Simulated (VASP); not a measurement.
# HgTe (Coloradoite) (Imm2) in VASP: single point with PBE+D4

Aim: the single point of HgTe (Coloradoite) with PBE+D4.

Program: VASP 6.6.1. These are calculated values, not measurements. Logs are shortened: lines on timing, memory, paths and dates and some standing lists are left out, and cuts for length are marked.

### Step 1. The cell of the first run

Symmetry: Imm2, No. 44, orthorhombic system. Conventional cell: a = 4.546 Å, b = 4.546 Å, c = 6.429 Å, α = 90.00°, β = 90.00°, γ = 90.00°. Within 3.6 Å of Hg (site symmetry mm2) lie 4 Te at 2.76 to 2.81 Å. Te (site symmetry mm2) has 4 Hg at 2.76 to 2.81 Å within 3.6 Å.

### Step 2. Single point, PBE+D4

File INCAR:

```
SYSTEM = HgTe
PREC     = Accurate       ! precision mode
ENCUT    = 500            ! plane-wave cutoff, eV
EDIFF    = 1E-6           ! SCF threshold, eV
ISMEAR   = 0              ! smearing method
SIGMA    = 0.01           ! smearing width, eV
LREAL    = .FALSE.        ! projectors in reciprocal space
LASPH    = .TRUE.         ! aspherical terms in the spheres
NELM     = 120            ! most SCF steps
ALGO     = Normal         ! electronic algorithm
ISIF     = 2              ! what is computed and relaxed
LWAVE    = .FALSE.        ! write WAVECAR
LCHARG   = .FALSE.        ! write CHGCAR
GGA      = PE             ! functional
IVDW     = 13             ! dispersion correction
NBANDS   = 16             ! bands
GGA_COMPAT= .FALSE.
```

File KPOINTS:

```
Automatic mesh
0
G
  3 3 3
  0 0 0
```

File POSCAR:

```
HgTe
1.0
    0.0000000000      3.2145000000      3.2145000000
    3.2145000000      0.0000000000      3.2145000000
    3.2145000000      3.2145000000      0.0000000000
Hg Te
1 1
Direct
    0.0000000000      0.0000000000      0.0000000000
    0.2422227407      0.2577772593      0.2422227407
```

Potentials or basis: VASP PAW PBE potentials, release 64 (Hg, Te).

Started as:

```sh
$ cat potpaw_PBE.64/Hg/POTCAR potpaw_PBE.64/Te/POTCAR > POTCAR
$ mpirun -np 1 vasp_std > vasp.out
```

OUTCAR:

```text
SYSTEM = HgTe
   PREC = Accurate
   ENCUT = 500
   EDIFF = 1E-6
   ISMEAR = 0
   LREAL = .FALSE.
   LASPH = .TRUE.
   NELM = 120
   ISIF = 2
   GGA = PE
   IVDW = 13

 ion  position               nearest neighbor table
   1  0.000  0.000  0.000-   2 2.76   2 2.76   2 2.81   2 2.81
   2  0.242  0.258  0.242-   1 2.76   1 2.76   1 2.81   1 2.81

  LATTYP: Found a face centered cubic cell.
 ALAT       =     6.4290000000

  Lattice vectors:

 A1 = (   0.0000000000,   3.2145000000,   3.2145000000)
 A2 = (   3.2145000000,   0.0000000000,   3.2145000000)
 A3 = (   3.2145000000,   3.2145000000,   0.0000000000)

Analysis of symmetry for initial positions (statically):
=====================================================================
 Subroutine PRICEL returns:
 Original cell was already a primitive cell.

 Routine SETGRP: Setting up the symmetry group for a
 face centered cubic supercell.

 Subroutine GETGRP returns: Found  4 space group operations
 (whereof  4 operations were pure point group operations)
 out of a pool of 48 trial point group operations.

The static configuration has the point symmetry C_2v.

Analysis of symmetry for dynamics (positions and initial velocities):
=====================================================================
 Subroutine PRICEL returns:
 Original cell was already a primitive cell.

 Routine SETGRP: Setting up the symmetry group for a
 face centered cubic supercell.

 Subroutine GETGRP returns: Found  4 space group operations
 (whereof  4 operations were pure point group operations)
 out of a pool of 48 trial point group operations.

The dynamic configuration has the point symmetry C_2v.

 Subroutine INISYM returns: Found  4 space group operations
 (whereof  4 operations are pure point group operations),
 and found     1 'primitive' translations

----------------------------------------------------------------------------------------

                                     Primitive cell

  volume of cell :      66.4309

  direct lattice vectors                    reciprocal lattice vectors
     0.000000000  3.214500000  3.214500000    -0.155545186  0.155545186  0.155545186
     3.214500000  0.000000000  3.214500000     0.155545186 -0.155545186  0.155545186
     3.214500000  3.214500000  0.000000000     0.155545186  0.155545186 -0.155545186

  length of vectors
     4.545989496  4.545989496  4.545989496     0.269412165  0.269412165  0.269412165

  position of ions in fractional coordinates (direct lattice)
     0.000000000  0.000000000  0.000000000
     0.242222741  0.257777259  0.242222741

  ion indices of the primitive-cell ions
   primitive index   ion index
                 1           1
                 2           2

----------------------------------------------------------------------------------------

 KPOINTS: Automatic mesh

Automatic generation of k-mesh.
 Grid dimensions read from file:
 generate k-points for:    3    3    3

 Generating k-lattice:

  Cartesian coordinates                     Fractional coordinates (reciprocal lattice)
    -0.051848395  0.051848395  0.051848395     0.333333333  0.000000000  0.000000000
     0.051848395 -0.051848395  0.051848395     0.000000000  0.333333333  0.000000000
     0.051848395  0.051848395 -0.051848395     0.000000000  0.000000000  0.333333333

  Length of vectors
     0.089804055  0.089804055  0.089804055

  Shift w.r.t. Gamma in fractional coordinates (k-lattice)
     0.000000000  0.000000000  0.000000000

 Subroutine IBZKPT returns following result:
 ===========================================

 Found      8 irreducible k-points:

 Following reciprocal coordinates:
            Coordinates               Weight
  0.000000  0.000000  0.000000      1.000000
  0.333333  0.000000  0.000000      4.000000
  0.000000  0.333333  0.000000      4.000000
  0.333333  0.333333  0.000000      4.000000
  0.333333  0.000000  0.333333      2.000000
 -0.333333  0.333333  0.000000      8.000000
  0.333333  0.000000 -0.333333      2.000000
 -0.333333  0.333333 -0.333333      2.000000
   k-points           NKPTS =      8   k-points in BZ     NKDIM =      8   number of bands    NBANDS=     16
   number of dos      NEDOS =    301   number of ions     NIONS =      2
   total plane-waves  NPLWV =  46656
   dimension x,y,z NGX =    36 NGY =   36 NGZ =   36
   dimension x,y,z NGXF=    72 NGYF=   72 NGZF=   72
   ions per type =               1   1
   NGX,Y,Z   is equivalent  to a cutoff of  13.17, 13.17, 13.17 a.u.
   NGXF,Y,Z  is equivalent  to a cutoff of  26.33, 26.33, 26.33 a.u.
 SYSTEM =  HgTe
   PREC   = accura    normal or accurate (medium, high low for compatibility)
   ISTART =      0    job   : 0-new  1-cont  2-samecut
   ICHARG =      2    charge: 1-file 2-atom 10-const
   ISPIN  =      1    spin polarized calculation?
   LNONCOLLINEAR =      F non collinear calculations
   LSORBIT =      F    spin-orbit coupling
   LASPH  =      T    aspherical Exc in radial PAW
   ENCUT  =  500.0 eV  36.75 Ry    6.06 a.u.   8.29  8.29  8.29*2*pi/ulx,y,z
   NELM   =    120;   NELMIN=  2; NELMDL= -5     # of ELM steps
   EDIFF  = 0.1E-05   stopping-criterion for ELM
   LREAL  =      F    real-space projection
   EDIFFG = 0.1E-04   stopping-criterion for IOM
   NSW    =      0    number of steps for IOM
   IBRION =     -1    ionic relax: 0-MD 1-quasi-New 2-CG
   NFREE  =      0    steps in history (QN), initial steepest desc. (CG)
   ISIF   =      2    stress and relaxation
   ISYM   =      2    0-nonsym 1-usesym 2-fastsym
   POTIM  = 0.5000    time-step for ionic-motion
   TEBEG  =    0.0;   TEEND  =   0.0 temperature during run
   PSTRESS=    0.0 pullay stress
   NELECT =      18.0000    total number of electrons
   NUPDOWN=      -1.0000    fix difference up-down
   EMIN   =  10.00;   EMAX   =-10.00  energy-range for DOS
   EFERMI =   0.00;   METHOD = LEGACY
   ISMEAR =     0;   SIGMA  =   0.01  broadening in eV -4-tet -1-fermi 0-gaus
   EFERMI_NEDOS =   21; number of points for ismear=-14 and -15
   IALGO  =     38    algorithm
   IMIX   =      4    mixing-type and parameters
     AMIX     =   0.40;   BMIX     =  1.00
     AMIX_MAG =   1.60;   BMIX_MAG =  1.00
  volume/ion in A,a.u.               =      33.22       224.15
  Fermi-wavevector in a.u.,A,eV,Ry     =   1.059357  2.001894 15.268958  1.122237
  Thomas-Fermi vector in A             =   2.194699
   LORBIT       =      0    0 simple, 1 ext, 2 COOP (PROOUT), +10 PAW based schemes
   GGA     = PE    functional components
   LHFCALC =     F    Hartree Fock is set to
   AEXX    =    0.0000 exact exchange contribution
   IVDW    =    13    specifies the selected vdW correction
   LEPSILON=     F    determine dielectric tensor
   LRPA    =     F    only Hartree local field effects (RPA)
 non-spin polarized calculation
 Gauss-broadening in eV      SIGMA  =   0.01
  energy-cutoff  :      500.00
  volume of cell :       66.43
 maximum number of plane-waves:      1700
 NGX is ok and might be reduce to    36
   NGX = 17   NGY = 17   NGZ = 17

 number of electron      18.0000000 magnetization

 Free energy of the ion-electron system (eV)
  ---------------------------------------------------
  ext. energy  EPLUGINS =         0.00000000
  ---------------------------------------------------
  free energy    TOTEN  =        -3.22038451 eV

  energy without entropy =       -3.21998179  energy(sigma->0) =       -3.22018315

 E-fermi :   3.3531     XC(G=0):  -8.7738

 val. band max:        3.3511421412   @ k =   0.0000   0.0000   0.0000
 cond. band min:       3.3550269616   @ k =   0.0000   0.0000   0.0000
 fundamental gap:      0.0038848203
 Fermi energy:         3.3530858139

 k-point     1 :       0.0000    0.0000    0.0000
  band No.  band energies     occupation
      1      -8.7502      2.00000
      2      -4.2103      2.00000
      3      -4.1744      2.00000
      4      -4.1337      2.00000
      5      -3.6363      2.00000
      6      -3.6326      2.00000
[... 8 lines left out ...]
     15      12.8514      0.00000
     16      12.8895      0.00000

 k-point     2 :       0.3333    0.0000    0.0000
  band No.  band energies     occupation
      1      -8.3229      2.00000
      2      -4.1069      2.00000
      3      -4.0818      2.00000
      4      -3.7886      2.00000
      5      -3.6303      2.00000
      6      -3.6160      2.00000
[... 8 lines left out ...]
     15      12.1860      0.00000
     16      12.2319      0.00000

 k-point     3 :       0.0000    0.3333    0.0000
  band No.  band energies     occupation
      1      -8.3027      2.00000
      2      -4.0676      2.00000
      3      -4.0365      2.00000
      4      -3.8469      2.00000
      5      -3.6347      2.00000
      6      -3.6279      2.00000
[... 8 lines left out ...]
     15      12.1622      0.00000
     16      12.2150      0.00000

 k-point     4 :       0.3333    0.3333    0.0000
  band No.  band energies     occupation
      1      -8.1600      2.00000
      2      -4.0464      2.00000
      3      -3.9263      2.00000
      4      -3.9205      2.00000
      5      -3.5871      2.00000
      6      -3.5828      2.00000
[... 8 lines left out ...]
     15      13.3665      0.00000
     16      15.0056      0.00000

 k-point     5 :       0.3333    0.0000    0.3333
  band No.  band energies     occupation
      1      -8.1626      2.00000
      2      -4.0393      2.00000
      3      -3.9644      2.00000
      4      -3.8829      2.00000
      5      -3.5881      2.00000
      6      -3.5864      2.00000
[... 8 lines left out ...]
     15      13.3705      0.00000
     16      15.0093      0.00000

 k-point     6 :      -0.3333    0.3333    0.0000
  band No.  band energies     occupation
      1      -7.9968      2.00000
      2      -3.9937      2.00000
      3      -3.9229      2.00000
      4      -3.6978      2.00000
      5      -3.6256      2.00000
      6      -3.1657      2.00000
[... 8 lines left out ...]
     15      12.3828      0.00000
     16      15.1456      0.00000

 k-point     7 :       0.3333    0.0000   -0.3333
  band No.  band energies     occupation
      1      -8.0093      2.00000
      2      -4.0059      2.00000
      3      -3.9601      2.00000
      4      -3.6774      2.00000
      5      -3.6270      2.00000
      6      -3.1565      2.00000
[... 8 lines left out ...]
     15      12.3477      0.00000
     16      15.1463      0.00000

 k-point     8 :      -0.3333    0.3333   -0.3333
  band No.  band energies     occupation
      1      -7.9870      2.00000
      2      -3.9758      2.00000
      3      -3.8835      2.00000
      4      -3.7162      2.00000
      5      -3.6284      2.00000
      6      -3.1774      2.00000
[... 8 lines left out ...]
     15      12.4143      0.00000
     16      15.1486      0.00000

------------------------ aborting loop because EDIFF is reached ----------------------------------------

  DFT-D4 for vdW energy calculation

  Edisp (eV):   -0.77985

  FORCE on cell =-STRESS in cart. coord.  units (eV):
  Direction    XX          YY          ZZ          XY          YZ          ZX
  --------------------------------------------------------------------------------------
  -------------------------------------------------------------------------------------
  Total       1.67730     1.62893     1.67730    -0.00000     0.00000     0.42383
  in kB      40.45294    39.28638    40.45294    -0.00000     0.00000    10.22183
  external pressure =       40.06 kB  Pullay stress =        0.00 kB

 VOLUME and BASIS-vectors are now :
 -----------------------------------------------------------------------------
  energy-cutoff  :      500.00
  volume of cell :       66.43
      direct lattice vectors                 reciprocal lattice vectors
     0.000000000  3.214500000  3.214500000    -0.155545186  0.155545186  0.155545186
     3.214500000  0.000000000  3.214500000     0.155545186 -0.155545186  0.155545186
     3.214500000  3.214500000  0.000000000     0.155545186  0.155545186 -0.155545186

 POSITION                                       TOTAL-FORCE (eV/Angst)
 -----------------------------------------------------------------------------------
      0.00000      0.00000      0.00000         0.000000     -0.201823      0.000000
      1.60725      1.55725      1.60725         0.000000      0.201823      0.000000
 -----------------------------------------------------------------------------------
    total drift:                               -0.000000      0.000044     -0.000000

  FREE ENERGIE OF THE ION-ELECTRON SYSTEM (eV)
  ---------------------------------------------------
  free  energy   TOTEN  =        -4.0002351780 eV

  energy  without entropy=       -3.9998324550  energy(sigma->0) =       -4.00003382
```

It took 13 s on 1 thread of Intel Xeon Platinum 8488C (Sapphire Rapids), shared host; peak memory 0.2 GiB.

Results:

| Quantity | Value |
| --- | --- |
| Free energy | -4.0002 eV |
| Pressure | 4.0 GPa |
| Largest force | 0.202 eV/Å |
| Band gap on the k mesh | 0.00 eV, direct |
| Dispersion energy per atom | -0.390 eV |

Forces on the atoms (eV/Å):
```
Hg   0.000 -0.202  0.000
Te   0.000  0.202  0.000
```

Levels at points of the mesh, in eV from the valence-band top:
```
           k point  band 7  band 8  band 9  band 10  band 11  band 12
(0.00, 0.00, 0.00)   -0.72   -0.02    0.00     0.00     4.11     4.15
```

Caveat: the k points lie up to 0.56 Å⁻¹ apart; spin-orbit coupling is left out, which moves the levels of the heavy elements.
